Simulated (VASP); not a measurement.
# K8Mg8NF24 (a cell with a defect) in VASP: single point with PBEsol

Aim: the single point of K8Mg8NF24 (a cell with a defect) with PBEsol.

Program: VASP 6.6.1. These are calculated values, not measurements. Logs are shortened: lines on timing, memory, paths and dates and some standing lists are left out, and cuts for length are marked.

## (1) The cell of the first run

The cell holds a defect, 41 atoms: a = 7.983 Å, b = 7.983 Å, c = 7.983 Å, α = 90.00°, β = 90.00°, γ = 90.00°.

## (2) Single point, PBEsol

INCAR reads:

```
SYSTEM = K8Mg8NF24
PREC = Accurate
ENCUT = 520
EDIFF = 1E-6
ISMEAR = -1
SIGMA = 0.05
LREAL = Auto
LASPH = .True.
NELM = 100
ALGO = Normal
ISIF = 2
LWAVE = .False.
LCHARG = .True.
GGA = PS
LELF = .True.
LVHAR = .True.
NELECT = 262.0
ISYM = 0
NBANDS = 156
```

KPOINTS reads:

```
Automatic mesh
0
Gamma
  1 1 1
  0.25 0.25 0.25
```

POSCAR reads:

```
K8Mg8NF24
1.0
    7.9825440000      0.0000000000      0.0000000000
    0.0000000000      7.9825440000      0.0000000000
    0.0000000000      0.0000000000      7.9825440000
K Mg F N
8 8 24 1
Direct
    0.0139000000      0.9991800000      0.0132410000
    0.0119710000      0.9989650000      0.4877780000
    0.9900760000      0.5014250000      0.9810240000
    0.9907660000      0.5017160000      0.5149740000
    0.4976440000      0.9985490000      0.0117970000
    0.4990210000      0.9990020000      0.4878440000
    0.5207460000      0.5018970000      0.9807700000
    0.5202940000      0.5022670000      0.5174870000
    0.2564940000      0.2903840000      0.2421500000
    0.2554690000      0.2471770000      0.7571250000
    0.2562630000      0.7222880000      0.2502160000
    0.2554510000      0.7482880000      0.7508090000
    0.7553880000      0.2489890000      0.2494910000
    0.7556090000      0.2445870000      0.7504390000
    0.7556680000      0.7529060000      0.2499520000
    0.7557760000      0.7560870000      0.7498220000
    0.2552840000      0.2579430000      0.9995770000
    0.2559550000      0.7400420000      0.9984580000
    0.2558870000      0.7403860000      0.5028740000
    0.7558140000      0.2529290000      0.9972420000
    0.7547480000      0.2522450000      0.5029250000
    0.7557070000      0.7492550000      0.9968050000
    0.7553520000      0.7494070000      0.5030390000
    0.9995480000      0.2217390000      0.2474590000
    0.0036420000      0.2478650000      0.7538370000
    0.9985600000      0.7815480000      0.2511960000
    0.0049070000      0.7511350000      0.7496630000
    0.5115710000      0.2196860000      0.2458310000
    0.5074750000      0.2479980000      0.7546640000
    0.5127630000      0.7823780000      0.2503760000
    0.5063470000      0.7513460000      0.7498620000
    0.2552490000      0.9923660000      0.2510240000
    0.2554410000      0.9966110000      0.7572590000
    0.1174650000      0.5046750000      0.2463560000
    0.2554890000      0.4992880000      0.7518150000
    0.7562340000      0.0011470000      0.2505280000
    0.7555850000      0.0000530000      0.7497040000
    0.7562180000      0.5009510000      0.2503230000
    0.7558540000      0.5007520000      0.7489740000
    0.3970640000      0.5040160000      0.2480810000
    0.2560300000      0.2573260000      0.4981100000
```

Potentials or basis: VASP PAW PBE potentials, release 64 (K_sv, Mg, F, N).

The run is started by

```
> cat potpaw_PBE.64/K_sv/POTCAR potpaw_PBE.64/Mg/POTCAR potpaw_PBE.64/F/POTCAR potpaw_PBE.64/N/POTCAR > POTCAR
> mpirun -np 1 vasp_std > vasp.out
```

OUTCAR:

```text
SYSTEM = K8Mg8NF24
   PREC = Accurate
   ENCUT = 520
   EDIFF = 1E-6
   ISMEAR = -1
   LREAL = Auto
   LASPH = .True.
   NELM = 100
   ISIF = 2
   GGA = PS
   NELECT = 262.0
   ISYM = 0

 ion  position               nearest neighbor table
   1  0.014  0.999  0.013-  26 2.58  24 2.58  32 2.71  36 2.80  33 2.81  17 2.83  18 2.83  15 3.42
                            13 3.43  10 3.44  12 3.48  11 3.49  16 3.53  14 3.53   9 3.53   2 3.79
   2  0.012  0.999  0.488-  26 2.57  24 2.62  32 2.71  36 2.78  19 2.84  15 3.41  13 3.43  12 3.49
                            11 3.50  16 3.51  10 3.51  14 3.53   9 3.61   1 3.79
   3  0.990  0.501  0.981-  34 2.35  39 2.63  25 2.72  27 2.72  22 2.73  20 2.73  35 2.80  38 2.85
                            18 2.86  16 3.32  14 3.33   9 3.42  12 3.43  10 3.44  15 3.48  13 3.49
   4  0.991  0.502  0.515-  34 2.37  39 2.65  23 2.73  27 2.74  21 2.74  25 2.78  38 2.82  35 2.84
                            19 2.85  16 3.34  14 3.36  12 3.45  15 3.47  11 3.47   9 3.48  13 3.48
   5  0.498  0.999  0.012-  28 2.57  30 2.57  32 2.72  33 2.80  36 2.81  18 2.83  17 2.84  15 3.42
                            10 3.44  13 3.44  12 3.47  11 3.49  16 3.52  14 3.53   9 3.54   6 3.80
   6  0.499  0.999  0.488-  30 2.57  28 2.62  32 2.71  36 2.79  19 2.84  15 3.42  13 3.43  12 3.49
                            11 3.50  10 3.51  16 3.51  14 3.53   9 3.61   5 3.80
   7  0.521  0.502  0.981-  40 2.35  39 2.64  31 2.72  29 2.72  22 2.73  20 2.74  35 2.80  18 2.85
                            38 2.86  16 3.32  14 3.33   9 3.41  12 3.42  10 3.44  15 3.49  11 3.49
   8  0.520  0.502  0.517-  40 2.36  39 2.64  31 2.72  23 2.73  21 2.74  29 2.78  35 2.82  19 2.84
                            38 2.85  16 3.33  14 3.35  12 3.43  11 3.48  15 3.48   9 3.48  13 3.49
   9  0.256  0.290  0.242-  17 1.95  34 2.04  40 2.04  41 2.06  28 2.11  24 2.12  32 2.38   7 3.41
[... 20 lines left out ...]
  22  0.756  0.749  0.997-  16 1.97  15 2.02   3 2.73   7 2.73
  23  0.755  0.749  0.503-  16 1.97  15 2.02   8 2.73   4 2.73
  24  1.000  0.222  0.247-  13 1.96   9 2.12   1 2.58   2 2.62
  25  0.004  0.248  0.754-  14 1.98  10 2.01   3 2.72   4 2.78
  26  0.999  0.782  0.251-  15 1.95  11 2.11   2 2.57   1 2.58
  27  0.005  0.751  0.750-  16 1.99  12 2.00   3 2.72   4 2.74
  28  0.512  0.220  0.246-  13 1.96   9 2.11   5 2.57   6 2.62
  29  0.507  0.248  0.755-  14 1.98  10 2.01   7 2.72   8 2.78
  30  0.513  0.782  0.250-  15 1.95  11 2.10   6 2.57   5 2.57
  31  0.506  0.751  0.750-  16 1.99  12 2.00   7 2.72   8 2.72
  32  0.255  0.992  0.251-  11 2.16   9 2.38   1 2.71   2 2.71   6 2.71   5 2.72
  33  0.255  0.997  0.757-  12 1.98  10 2.00   5 2.80   1 2.81
  34  0.117  0.505  0.246-   9 2.04  11 2.06   3 2.35   4 2.37
  35  0.255  0.499  0.752-  12 1.99  10 2.01   7 2.80   3 2.80   8 2.82   4 2.84
  36  0.756  0.001  0.251-  13 1.98  15 1.98   2 2.78   6 2.79   1 2.80   5 2.81
  37  0.756  0.000  0.750-  16 1.95  14 1.95
  38  0.756  0.501  0.250-  15 2.01  13 2.01   4 2.82   8 2.85   3 2.85   7 2.86
  39  0.756  0.501  0.749-  16 2.04  14 2.04   3 2.63   7 2.64   8 2.64   4 2.65
  40  0.397  0.504  0.248-   9 2.04  11 2.07   7 2.35   8 2.36
  41  0.256  0.257  0.498-   9 2.06  10 2.07

IMPORTANT INFORMATION: All symmetrisations will be switched off!
NOSYMM: (Re-)initialisation of all symmetry stuff for point group C_1.

----------------------------------------------------------------------------------------

                                     Primitive cell

[... 169 lines left out ...]
  Fermi-wavevector in a.u.,A,eV,Ry     =   1.312302  2.479892 23.431106  1.722138
  Thomas-Fermi vector in A             =   2.442704
   LORBIT       =      0    0 simple, 1 ext, 2 COOP (PROOUT), +10 PAW based schemes
   GGA     = PS    functional components
   LHFCALC =     F    Hartree Fock is set to
   AEXX    =    0.0000 exact exchange contribution
   IVDW    =     0    specifies the selected vdW correction
   LEPSILON=     F    determine dielectric tensor
   LRPA    =     F    only Hartree local field effects (RPA)
 non-spin polarized calculation
  energy-cutoff  :      520.00
  volume of cell :      508.66
 maximum number of plane-waves:     13679
   NGX = 29   NGY = 29   NGZ = 29

 number of electron     261.9999990 magnetization

 Free energy of the ion-electron system (eV)
  ---------------------------------------------------
  ext. energy  EPLUGINS =         0.00000000
  ---------------------------------------------------
  free energy    TOTEN  =      -199.92171341 eV

  energy without entropy =     -199.78301890  energy(sigma->0) =     -199.85236615

 E-fermi :   0.5286     XC(G=0): -10.0867

 val. band max:        0.5256855781   @ k =  -0.2500  -0.2500   0.2500
 cond. band min:       0.5319524301   @ k =   0.2500   0.2500   0.2500
 fundamental gap:      0.0062668521
 Fermi energy:         0.5286102564

 k-point     1 :       0.2500    0.2500    0.2500
  band No.  band energies     occupation
      1     -27.0179      2.00000
      2     -26.9986      2.00000
      3     -26.9920      2.00000
      4     -26.9850      2.00000
      5     -26.9767      2.00000
      6     -26.9719      2.00000
[... 573 lines left out ...]
    142       9.0828      0.00000
    143       9.2033      0.00000
 [bands above 143 left out]

------------------------ aborting loop because EDIFF is reached ----------------------------------------

  FORCE on cell =-STRESS in cart. coord.  units (eV):
  Direction    XX          YY          ZZ          XY          YZ          ZX
  --------------------------------------------------------------------------------------
  -------------------------------------------------------------------------------------
  Total       14.0481691     11.7260138     14.3106804      0.0224254     -0.5993665      0.0084149
  in kB       44.2492940     36.9349080     45.0761590      0.0706360     -1.8879005      0.0265054
  external PRESSURE =      42.0867870 kB  Pullay stress =       0.0000000 kB

 VOLUME and BASIS-vectors are now :
 -----------------------------------------------------------------------------
  energy-cutoff  :      520.00
  volume of cell :      508.66
      direct lattice vectors                 reciprocal lattice vectors
     7.982544000  0.000000000  0.000000000     0.125273346  0.000000000  0.000000000
     0.000000000  7.982544000  0.000000000     0.000000000  0.125273346  0.000000000
     0.000000000  0.000000000  7.982544000     0.000000000  0.000000000  0.125273346

 POSITION                                       TOTAL-FORCE (eV/Angst)
 -----------------------------------------------------------------------------------
      0.11096      7.97600      0.10570        -0.012368     -0.001237     -0.026790
      0.09556      7.97428      3.89371        -0.005597      0.002345      0.027331
      7.90333      4.00265      7.83107        -0.005242      0.003177     -0.029905
      7.90883      4.00497      4.11080         0.000910      0.003057      0.019096
      3.97247      7.97096      0.09417         0.005250      0.002465     -0.021612
      3.98346      7.97458      3.89424         0.007636     -0.000043      0.022244
[... 33 lines left out ...]
      3.16958      4.02333      1.98032        -0.036469      0.009419     -0.005792
      2.04377      2.05412      3.97618        -0.001915      0.014841      0.002779
 -----------------------------------------------------------------------------------
    total drift:                               -0.006165     -0.003019     -0.015228

  FREE ENERGIE OF THE ION-ELECTRON SYSTEM (eV)
  ---------------------------------------------------
  free  energy   TOTEN  =      -199.9217134093 eV

  energy  without entropy=     -199.7830189003  energy(sigma->0) =     -199.85236615
```

OSZICAR:

```text
N       E                     dE             d eps       ncg     rms          rms(c)
DAV:   1     0.223650825543E+04    0.22365E+04   -0.14250E+05  1248   0.163E+03
DAV:   2    -0.454401891761E+02   -0.22819E+04   -0.22388E+04  1472   0.439E+02
DAV:   3    -0.205794919935E+03   -0.16035E+03   -0.15964E+03  1464   0.119E+02
DAV:   4    -0.216331040917E+03   -0.10536E+02   -0.10516E+02  2112   0.202E+01
DAV:   5    -0.216527386366E+03   -0.19635E+00   -0.19625E+00  1760   0.312E+00    0.246E+01
DAV:   6    -0.200272272694E+03    0.16255E+02   -0.71149E+01  1432   0.231E+01    0.121E+01
DAV:   7    -0.200063355240E+03    0.20892E+00   -0.32908E+00  1816   0.487E+00    0.894E+00
DAV:   8    -0.199983454884E+03    0.79900E-01   -0.99488E-01  1464   0.311E+00    0.467E+00
DAV:   9    -0.199913830096E+03    0.69625E-01   -0.57755E-01  1856   0.115E+00    0.176E+00
DAV:  10    -0.199919815641E+03   -0.59855E-02   -0.87217E-02  1392   0.732E-01    0.500E-01
DAV:  11    -0.199921138080E+03   -0.13224E-02   -0.60405E-03  1600   0.228E-01    0.241E-01
DAV:  12    -0.199921674732E+03   -0.53665E-03   -0.19012E-03  1624   0.245E-01    0.704E-02
DAV:  13    -0.199921732269E+03   -0.57537E-04   -0.10353E-03  1640   0.128E-01    0.586E-02
DAV:  14    -0.199921729905E+03    0.23640E-05   -0.13557E-04  1568   0.333E-02    0.306E-02
DAV:  15    -0.199921720648E+03    0.92575E-05   -0.81698E-05  1432   0.277E-02    0.153E-02
DAV:  16    -0.199921715234E+03    0.54137E-05   -0.10869E-05  1568   0.182E-02    0.127E-02
DAV:  17    -0.199921713064E+03    0.21703E-05   -0.24906E-05  1400   0.229E-02    0.450E-03
DAV:  18    -0.199921713409E+03   -0.34570E-06   -0.45799E-06  1216   0.716E-03
   1 F= -.19992171E+03 E0= -.19985237E+03  d E =-.138695E+00
```

Wall time 21 min (1 thread of Intel Xeon 8259CL, shared host); peak memory 0.61 GiB.

Results:

```yaml
Free_energy: -199.9217 eV
Largest_force: 0.038 eV/Å
```

Forces on the atoms (eV/Å):
```
K   -0.012 -0.001 -0.027
K   -0.006  0.002  0.027
K   -0.005  0.003 -0.030
K    0.001  0.003  0.019
K    0.005  0.002 -0.022
K    0.008  0.000  0.022
K    0.015 -0.004 -0.021
K    0.004 -0.002  0.012
Mg  -0.005 -0.021  0.001
Mg  -0.001 -0.009 -0.008
Mg  -0.002  0.007  0.003
Mg   0.001  0.011 -0.005
Mg  -0.001 -0.002 -0.001
Mg  -0.001 -0.003 -0.001
Mg  -0.004 -0.002  0.000
Mg   0.000  0.003 -0.002
F    0.000  0.006  0.005
F   -0.004 -0.002  0.003
F    0.001 -0.001  0.000
F   -0.001 -0.009  0.001
F    0.004 -0.007  0.003
F   -0.001  0.002  0.003
F   -0.002  0.002 -0.001
F    0.007  0.010 -0.004
F   -0.003 -0.004  0.008
F    0.002 -0.019 -0.006
F    0.008  0.006  0.000
F   -0.003  0.034  0.000
F    0.000 -0.005  0.005
F    0.005 -0.021  0.001
F   -0.005  0.001  0.004
F    0.003  0.001  0.000
F    0.003 -0.012  0.012
F    0.027  0.004  0.004
F    0.002  0.002  0.002
F   -0.001  0.000 -0.004
F    0.004  0.002 -0.001
F   -0.005  0.004  0.000
F    0.000 -0.004  0.003
F   -0.036  0.009 -0.006
N   -0.002  0.015  0.003
```

Caveat: the cell carries a net charge on a neutralising background, which shifts energy and pressure; the cell is charged against a uniform background, so pressure and absolute levels hang on convention; the PAW data sets were made with another functional, which shifts forces and pressure a little.
